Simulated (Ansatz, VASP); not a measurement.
## BiW: VASP beside Ansatz

```
CELL_PARAMETERS angstrom
5.56787 0.00000 0.00000
0.00000 5.56787 0.00000
0.00000 0.00000 5.56787
ATOMIC_POSITIONS crystal
Bi 0.13400 0.13400 0.13400
Bi 0.36600 0.86600 0.63400
Bi 0.63400 0.36600 0.86600
Bi 0.86600 0.63400 0.36600
W 0.84450 0.84450 0.84450
W 0.65550 0.15550 0.34450
W 0.34450 0.65550 0.15550
W 0.15550 0.34450 0.65550
```

Alike in both runs: task single point; functional PBE; k mesh 4 × 4 × 4; occupations gaussian, width 0.1 eV; no spin polarisation.

|  | VASP | Ansatz |
| --- | --- | --- |
| version | VASP 6.6.1 | Ansatz 0.2.0 |
| potentials or method | VASP PAW PBE potentials, release 64 (Bi_d, W_sv), cutoff 520 eV | scalar-relativistic, plane waves, PAW |
| valence electrons in the cell | 116 | 116 |

|  | VASP | Ansatz | Ansatz less VASP |
| --- | --- | --- | --- |
| gap on the k mesh at the Fermi level (eV) | none | none | - |
| pressure (GPa) | -1.9 | -2.0 | -0.07 |
| rms of the force components (eV/Å) | 0.595 | 0.594 | -0.0004 |

Atom by atom the forces differ by 0.002 eV/Å (rms over components). A gap of «none» marks a metal or a gap that the smearing closes.

Neither program's run includes spin-orbit coupling.
